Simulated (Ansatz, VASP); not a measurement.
# One calculation of CO2, two programs

```
C O
1.0
     3.97786    0.00000    0.00000
     0.00000    3.97786    0.00000
     0.00000    0.00000    5.50888
C O
4 8
Direct
  0.18437 0.18437 0.00000
  0.31563 0.68437 0.75000
  0.68437 0.31563 0.25000
  0.81563 0.81563 0.50000
  0.66090 0.72688 0.71089
  0.33910 0.27312 0.21089
  0.72688 0.66090 0.28911
  0.22688 0.83910 0.96089
  0.27312 0.33910 0.78911
  0.16090 0.77312 0.53911
  0.83910 0.22688 0.03911
  0.77312 0.16090 0.46089
```

Alike in both runs: functional LDA; k mesh 6 × 6 × 4; occupations gaussian, width 0.02 eV; no spin polarisation.

Ansatz relaxed the structure, and its values are those at the end. VASP's run is a single point on that final structure, the one shown.

|  | VASP | Ansatz |
| --- | --- | --- |
| version | VASP 6.6.1 | Ansatz 0.2.0 |
| potentials or method | VASP PAW LDA potentials, release 64 (C, O), cutoff 520 eV | scalar-relativistic, plane waves, PAW |
| valence electrons in the cell | 64 | 64 |

|  | VASP | Ansatz | Ansatz less VASP |
| --- | --- | --- | --- |
| gap on the k mesh at the Fermi level (eV) | 6.49 | 6.56 | +0.072 |
| least direct gap on the mesh (eV) | 6.71 | 6.78 | +0.071 |
| pressure (GPa) | 2.5 | 0.1 | -2.43 |
| rms of the force components (eV/Å) | 0.064 | 0.005 | -0.0588 |

LDA's correlation is that of Perdew and Zunger in VASP and of Perdew and Wang (1992) in Ansatz.
